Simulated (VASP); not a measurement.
# ZnSe (Stilleite) (F-43m) in VASP: settings compared

ZnSe (Stilleite) is run at these levels: revPBE+D3(BJ), PBEsol, PBE; tasks: single point, relaxation of cell and atoms.

All numbers are computed with VASP 6.6.1; they aren't measurements. Logs are shortened: lines on timing, memory, paths and dates and some standing lists are left out, and cuts for length are marked.

**The experiment to reproduce.**

From “Alloy Disordering Effects on the Thermal Conductivity and Energy Gap Temperature Dependence of Cd1−xZnxSe Ternary Crystals Grown by the Bridgman Method”, 2023, pmc:10253836, for a bulk crystal of ZnSe at 300 K: band gap 2.695 ± 0.003 eV (an exciton energy, a little under the gap).

The results are compared with them further down.

### 1 The cell of the first run

It takes space group F-43m (No. 216, cubic). Conventional cell: a = 5.628 Å, b = 5.628 Å, c = 5.628 Å, α = 90.00°, β = 90.00°, γ = 90.00°. Zn (site symmetry -43m) has 4 Se at 2.44 Å within 3.2 Å. Se (site symmetry -43m) has 4 Zn at 2.44 Å within 3.2 Å.

### 2 Single point, revPBE+D3(BJ)

INCAR

```
PREC = Accurate
ENCUT = 500
EDIFF = 1E-6
ISMEAR = 0
SIGMA = 0.01
LREAL = False
LASPH = True
NELM = 120
ALGO = Normal
ISIF = 2
LWAVE = False
LCHARG = False
GGA = RE
IVDW = 12
NBANDS = 16
GGA_COMPAT = False
```

KPOINTS

```
Automatic mesh
0
Gamma
  6 6 6
```

POSCAR

```
ZnSe
1.0
    0.0000000000      2.8139064171      2.8139064171
    2.8139064171      0.0000000000      2.8139064171
    2.8139064171      2.8139064171      0.0000000000
Zn Se
1 1
Direct
    0.0000000000      0.0000000000      0.0000000000
    0.2500000000      0.2500000000      0.2500000000
```

Potentials or basis: VASP PAW PBE potentials, release 64 (Zn, Se).

On the command line:

```sh
cat potpaw_PBE.64/Zn/POTCAR potpaw_PBE.64/Se/POTCAR > POTCAR
mpirun -np 1 vasp_std > vasp.out
```

OUTCAR:

```text
PREC = Accurate
   ENCUT = 500
   EDIFF = 1E-6
   ISMEAR = 0
   LREAL = False
   LASPH = True
   NELM = 120
   ISIF = 2
   GGA = RE
   IVDW = 12
 IVDW          = 12

 ion  position               nearest neighbor table
   1  0.000  0.000  0.000-   2 2.44   2 2.44   2 2.44   2 2.44
   2  0.250  0.250  0.250-   1 2.44   1 2.44   1 2.44   1 2.44

  LATTYP: Found a face centered cubic cell.
 ALAT       =     5.6278128342

  Lattice vectors:

 A1 = (   0.0000000000,   2.8139064171,   2.8139064171)
 A2 = (   2.8139064171,   0.0000000000,   2.8139064171)
 A3 = (   2.8139064171,   2.8139064171,   0.0000000000)

Analysis of symmetry for initial positions (statically):
=====================================================================
 Subroutine PRICEL returns:
 Original cell was already a primitive cell.

 Routine SETGRP: Setting up the symmetry group for a
 face centered cubic supercell.

 Subroutine GETGRP returns: Found 24 space group operations
 (whereof 24 operations were pure point group operations)
 out of a pool of 48 trial point group operations.

The static configuration has the point symmetry T_d .

Analysis of symmetry for dynamics (positions and initial velocities):
=====================================================================
 Subroutine PRICEL returns:
 Original cell was already a primitive cell.

 Routine SETGRP: Setting up the symmetry group for a
 face centered cubic supercell.

 Subroutine GETGRP returns: Found 24 space group operations
 (whereof 24 operations were pure point group operations)
 out of a pool of 48 trial point group operations.

The dynamic configuration has the point symmetry T_d .

 Subroutine INISYM returns: Found 24 space group operations
 (whereof 24 operations are pure point group operations),
 and found     1 'primitive' translations

----------------------------------------------------------------------------------------

                                     Primitive cell

  volume of cell :      44.5614

  direct lattice vectors                    reciprocal lattice vectors
     0.000000000  2.813906417  2.813906417    -0.177688923  0.177688923  0.177688923
     2.813906417  0.000000000  2.813906417     0.177688923 -0.177688923  0.177688923
     2.813906417  2.813906417  0.000000000     0.177688923  0.177688923 -0.177688923

  length of vectors
     3.979464618  3.979464618  3.979464618     0.307766242  0.307766242  0.307766242

  position of ions in fractional coordinates (direct lattice)
     0.000000000  0.000000000  0.000000000
     0.250000000  0.250000000  0.250000000

  ion indices of the primitive-cell ions
   primitive index   ion index
                 1           1
                 2           2

----------------------------------------------------------------------------------------

 KPOINTS: Automatic mesh

Automatic generation of k-mesh.
 Grid dimensions read from file:
 generate k-points for:    6    6    6

 Generating k-lattice:

  Cartesian coordinates                     Fractional coordinates (reciprocal lattice)
    -0.029614820  0.029614820  0.029614820     0.166666667  0.000000000  0.000000000
     0.029614820 -0.029614820  0.029614820     0.000000000  0.166666667  0.000000000
     0.029614820  0.029614820 -0.029614820     0.000000000  0.000000000  0.166666667

  Length of vectors
     0.051294374  0.051294374  0.051294374

  Shift w.r.t. Gamma in fractional coordinates (k-lattice)
     0.000000000  0.000000000  0.000000000

 Subroutine IBZKPT returns following result:
 ===========================================

 Found     16 irreducible k-points:

 Following reciprocal coordinates:
            Coordinates               Weight
  0.000000  0.000000  0.000000      1.000000
  0.166667  0.000000  0.000000      8.000000
  0.333333  0.000000  0.000000      8.000000
  0.500000  0.000000  0.000000      4.000000
  0.166667  0.166667  0.000000      6.000000
  0.333333  0.166667  0.000000     24.000000
[... 8 lines left out ...]
 -0.333333  0.333333  0.166667     24.000000
 -0.333333  0.500000  0.166667     12.000000
   k-points           NKPTS =     16   k-points in BZ     NKDIM =     16   number of bands    NBANDS=     16
   number of dos      NEDOS =    301   number of ions     NIONS =      2
   total plane-waves  NPLWV =  27000
   dimension x,y,z NGX =    30 NGY =   30 NGZ =   30
   dimension x,y,z NGXF=    60 NGYF=   60 NGZF=   60
   ions per type =               1   1
   NGX,Y,Z   is equivalent  to a cutoff of  12.53, 12.53, 12.53 a.u.
   NGXF,Y,Z  is equivalent  to a cutoff of  25.07, 25.07, 25.07 a.u.
 SYSTEM =  unknown system
   PREC   = accura    normal or accurate (medium, high low for compatibility)
   ISTART =      0    job   : 0-new  1-cont  2-samecut
   ICHARG =      2    charge: 1-file 2-atom 10-const
   ISPIN  =      1    spin polarized calculation?
   LNONCOLLINEAR =      F non collinear calculations
   LSORBIT =      F    spin-orbit coupling
   LASPH  =      T    aspherical Exc in radial PAW
   ENCUT  =  500.0 eV  36.75 Ry    6.06 a.u.   7.26  7.26  7.26*2*pi/ulx,y,z
   NELM   =    120;   NELMIN=  2; NELMDL= -5     # of ELM steps
   EDIFF  = 0.1E-05   stopping-criterion for ELM
   LREAL  =      F    real-space projection
   EDIFFG = 0.1E-04   stopping-criterion for IOM
   NSW    =      0    number of steps for IOM
   IBRION =     -1    ionic relax: 0-MD 1-quasi-New 2-CG
   NFREE  =      0    steps in history (QN), initial steepest desc. (CG)
   ISIF   =      2    stress and relaxation
   ISYM   =      2    0-nonsym 1-usesym 2-fastsym
   POTIM  = 0.5000    time-step for ionic-motion
   TEBEG  =    0.0;   TEEND  =   0.0 temperature during run
   PSTRESS=    0.0 pullay stress
   NELECT =      18.0000    total number of electrons
   NUPDOWN=      -1.0000    fix difference up-down
   EMIN   =  10.00;   EMAX   =-10.00  energy-range for DOS
   EFERMI =   0.00;   METHOD = LEGACY
   ISMEAR =     0;   SIGMA  =   0.01  broadening in eV -4-tet -1-fermi 0-gaus
   EFERMI_NEDOS =   21; number of points for ismear=-14 and -15
   IALGO  =     38    algorithm
   IMIX   =      4    mixing-type and parameters
     AMIX     =   0.40;   BMIX     =  1.00
     AMIX_MAG =   1.60;   BMIX_MAG =  1.00
  volume/ion in A,a.u.               =      22.28       150.36
  Fermi-wavevector in a.u.,A,eV,Ry     =   1.210169  2.286888 19.925854  1.464509
  Thomas-Fermi vector in A             =   2.345724
   LORBIT       =      0    0 simple, 1 ext, 2 COOP (PROOUT), +10 PAW based schemes
   GGA     = RE    functional components
   LHFCALC =     F    Hartree Fock is set to
   AEXX    =    0.0000 exact exchange contribution
   IVDW    =    12    specifies the selected vdW correction
   LEPSILON=     F    determine dielectric tensor
   LRPA    =     F    only Hartree local field effects (RPA)
 non-spin polarized calculation
 Gauss-broadening in eV      SIGMA  =   0.01
  energy-cutoff  :      500.00
  volume of cell :       44.56
 maximum number of plane-waves:      1158
 NGX is ok and might be reduce to    30
   NGX = 15   NGY = 15   NGZ = 15

 number of electron      17.9999995 magnetization

 Free energy of the ion-electron system (eV)
  ---------------------------------------------------
  ext. energy  EPLUGINS =         0.00000000
  ---------------------------------------------------
  free energy    TOTEN  =        -5.40463977 eV

  energy without entropy =       -5.40463977  energy(sigma->0) =       -5.40463977

 E-fermi :   1.9772     XC(G=0):  -9.2680

 val. band max:        1.8840901152   @ k =   0.0000   0.0000   0.0000
 cond. band min:       3.3770661004   @ k =   0.0000   0.0000   0.0000
 fundamental gap:      1.4929759851
 Fermi energy:         1.9772221921

 k-point     1 :       0.0000    0.0000    0.0000
  band No.  band energies     occupation
      1     -11.4847      2.00000
      2      -4.7131      2.00000
      3      -4.7131      2.00000
      4      -4.7131      2.00000
      5      -4.3216      2.00000
      6      -4.3216      2.00000
[... 8 lines left out ...]
     15      13.3784      0.00000
     16      13.3784      0.00000

 k-point     2 :       0.1667    0.0000    0.0000
  band No.  band energies     occupation
      1     -11.3036      2.00000
      2      -4.6979      2.00000
      3      -4.6851      2.00000
      4      -4.6851      2.00000
      5      -4.3234      2.00000
      6      -4.3234      2.00000
[... 8 lines left out ...]
     15      12.3969      0.00000
     16      13.1251      0.00000

 k-point     3 :       0.3333    0.0000    0.0000
  band No.  band energies     occupation
      1     -10.8957      2.00000
      2      -4.6381      2.00000
      3      -4.6381      2.00000
      4      -4.5422      2.00000
      5      -4.3146      2.00000
      6      -4.3146      2.00000
[... 8 lines left out ...]
     15      13.0112      0.00000
     16      13.0112      0.00000

 k-point     4 :       0.5000    0.0000    0.0000
  band No.  band energies     occupation
      1     -10.6618      2.00000
      2      -4.6210      2.00000
      3      -4.6209      2.00000
      4      -4.3019      2.00000
      5      -4.3019      2.00000
      6      -4.1539      2.00000
[... 8 lines left out ...]
     15      15.0997      0.00000
     16      15.0997      0.00000

 k-point     5 :       0.1667    0.1667    0.0000
  band No.  band energies     occupation
      1     -11.2430      2.00000
      2      -4.7276      2.00000
      3      -4.6582      2.00000
      4      -4.6582      2.00000
      5      -4.3408      2.00000
      6      -4.3088      2.00000
[... 8 lines left out ...]
     15      13.7705      0.00000
     16      14.1657      0.00000

 k-point     6 :       0.3333    0.1667    0.0000
  band No.  band energies     occupation
      1     -10.9067      2.00000
      2      -4.6818      2.00000
      3      -4.6023      2.00000
      4      -4.5818      2.00000
      5      -4.3338      2.00000
      6      -4.2980      2.00000
[... 8 lines left out ...]
     15      14.1489      0.00000
     16      14.6468      0.00000

 k-point     7 :       0.5000    0.1667    0.0000
  band No.  band energies     occupation
      1     -10.5987      2.00000
      2      -4.6209      2.00000
      3      -4.5785      2.00000
      4      -4.3796      2.00000
      5      -4.2982      2.00000
      6      -4.1803      2.00000
[... 8 lines left out ...]
     15      14.8896      0.00000
     16      15.1413      0.00000

 k-point     8 :      -0.3333    0.1667    0.0000
  band No.  band energies     occupation
      1     -10.6775      2.00000
      2      -4.6139      2.00000
      3      -4.5984      2.00000
      4      -4.4102      2.00000
      5      -4.3253      2.00000
      6      -4.2664      2.00000
[... 8 lines left out ...]
     15      13.7805      0.00000
     16      15.2552      0.00000

 k-point     9 :      -0.1667    0.1667    0.0000
  band No.  band energies     occupation
      1     -11.0434      2.00000
      2      -4.6556      2.00000
      3      -4.6511      2.00000
      4      -4.6325      2.00000
      5      -4.3375      2.00000
      6      -4.3049      2.00000
[... 8 lines left out ...]
     15      13.2510      0.00000
     16      14.7833      0.00000

 k-point    10 :       0.3333    0.3333    0.0000
  band No.  band energies     occupation
      1     -10.6963      2.00000
      2      -4.7155      2.00000
      3      -4.5263      2.00000
      4      -4.5263      2.00000
      5      -4.3199      2.00000
      6      -4.2832      2.00000
[... 8 lines left out ...]
     15      14.8701      0.00000
     16      17.4617      0.00000

 k-point    11 :       0.5000    0.3333    0.0000
  band No.  band energies     occupation
      1     -10.4589      2.00000
      2      -4.6524      2.00000
      3      -4.4894      2.00000
      4      -4.4527      2.00000
      5      -4.2844      2.00000
      6      -4.1610      2.00000
[... 8 lines left out ...]
     15      15.4646      0.00000
     16      16.3670      0.00000

 k-point    12 :      -0.3333    0.3333    0.0000
  band No.  band energies     occupation
      1     -10.4516      2.00000
      2      -4.6127      2.00000
      3      -4.5231      2.00000
      4      -4.3656      2.00000
      5      -4.3131      2.00000
      6      -4.0827      2.00000
[... 8 lines left out ...]
     15      13.1171      0.00000
     16      17.7433      0.00000

 k-point    13 :       0.5000    0.5000    0.0000
  band No.  band energies     occupation
      1     -10.3812      2.00000
      2      -4.6913      2.00000
      3      -4.4454      2.00000
      4      -4.4454      2.00000
      5      -4.2704      2.00000
      6      -4.1324      2.00000
[... 8 lines left out ...]
     15      15.8489      0.00000
     16      16.4324      0.00000

 k-point    14 :       0.5000    0.3333    0.1667
  band No.  band energies     occupation
      1     -10.6117      2.00000
      2      -4.6204      2.00000
      3      -4.5671      2.00000
      4      -4.4636      2.00000
      5      -4.3045      2.00000
      6      -4.2541      2.00000
[... 8 lines left out ...]
     15      14.9462      0.00000
     16      16.3449      0.00000

 k-point    15 :      -0.3333    0.3333    0.1667
  band No.  band energies     occupation
      1     -10.4516      2.00000
      2      -4.5973      2.00000
      3      -4.5363      2.00000
      4      -4.3594      2.00000
      5      -4.3292      2.00000
      6      -4.0661      2.00000
[... 8 lines left out ...]
     15      15.1329      0.00000
     16      16.0429      0.00000

 k-point    16 :      -0.3333    0.5000    0.1667
  band No.  band energies     occupation
      1     -10.3773      2.00000
      2      -4.6165      2.00000
      3      -4.4829      2.00000
      4      -4.4085      2.00000
      5      -4.3068      2.00000
      6      -4.0350      2.00000
[... 8 lines left out ...]
     15      15.7691      0.00000
     16      16.2626      0.00000

------------------------ aborting loop because EDIFF is reached ----------------------------------------

 Edisp (eV)   -1.28388

 E8    (eV) :    -0.8839

  FORCE on cell =-STRESS in cart. coord.  units (eV):
  Direction    XX          YY          ZZ          XY          YZ          ZX
  --------------------------------------------------------------------------------------
  -------------------------------------------------------------------------------------
  Total       0.07497     0.07497     0.07497     0.00000     0.00000     0.00000
  in kB       2.69539     2.69539     2.69539     0.00000     0.00000     0.00000
  external pressure =        2.70 kB  Pullay stress =        0.00 kB

 VOLUME and BASIS-vectors are now :
 -----------------------------------------------------------------------------
  energy-cutoff  :      500.00
  volume of cell :       44.56
      direct lattice vectors                 reciprocal lattice vectors
     0.000000000  2.813906417  2.813906417    -0.177688923  0.177688923  0.177688923
     2.813906417  0.000000000  2.813906417     0.177688923 -0.177688923  0.177688923
     2.813906417  2.813906417  0.000000000     0.177688923  0.177688923 -0.177688923

 POSITION                                       TOTAL-FORCE (eV/Angst)
 -----------------------------------------------------------------------------------
      0.00000      0.00000      0.00000         0.000000      0.000000      0.000000
      1.40695      1.40695      1.40695        -0.000000     -0.000000     -0.000000
 -----------------------------------------------------------------------------------
    total drift:                                0.000000      0.000000      0.000000

  FREE ENERGIE OF THE ION-ELECTRON SYSTEM (eV)
  ---------------------------------------------------
  free  energy   TOTEN  =        -6.6885212162 eV

  energy  without entropy=       -6.6885212162  energy(sigma->0) =       -6.68852122
```

It took 24 s on 1 thread of Intel Xeon 8259CL, shared host; peak memory 0.18 GiB.

What came out:

| Quantity | Value |
| --- | --- |
| Free energy | -6.6885 eV |
| Pressure | 0.3 GPa |
| Band gap on the k mesh | 1.49 eV, direct |
| Dispersion energy per atom | -0.642 eV |

Caveat: the PAW data sets were made with another functional, which shifts forces and pressure a little.

(Continued in part 2 of 3.)
